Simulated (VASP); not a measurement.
A run of VASP 6.6.1 is set up as follows.

Contents of INCAR:

```
SYSTEM = GaN
PREC = Accurate ; ENCUT = 520
EDIFF = 1E-6 ; ISMEAR = 0
SIGMA = 0.05 ; LREAL = .False.
LASPH = .True. ; NELM = 100
ALGO = Normal ; ISIF = 2
LWAVE = .False. ; LCHARG = .False.
GGA = RP ; IVDW = 13
NBANDS = 16
```

The input KPOINTS:

```
Automatic mesh
0
Gamma
  10 10 10
  0 0 0
```

The input POSCAR:

```
GaN
1.0
    0.0000000000      2.0696885014      2.0696885014
    2.0696885014      0.0000000000      2.0696885014
    2.0696885014      2.0696885014      0.0000000000
Ga N
1 1
Direct
    0.5000000000      0.5000000000      0.5000000000
    0.0000000000      0.0000000000      0.0000000000
```

Potentials or basis: VASP PAW PBE potentials, release 64 (Ga_d, N).

Command:

```bash
$ cat potpaw_PBE.64/Ga_d/POTCAR potpaw_PBE.64/N/POTCAR > POTCAR
$ mpirun -np 1 vasp_std > vasp.out
```

Task: What does it give for the band gap on the k mesh?

Result: 1.12 eV, indirect (least direct gap 3.58 eV).

Task: Estimate the dispersion energy per atom.

Result: -1.013 eV.

Task: Estimate the pressure.

Result: 11.4 GPa.

Caveat: the PAW data sets were made with another functional, which shifts forces and pressure a little. A k mesh can miss the band edges.
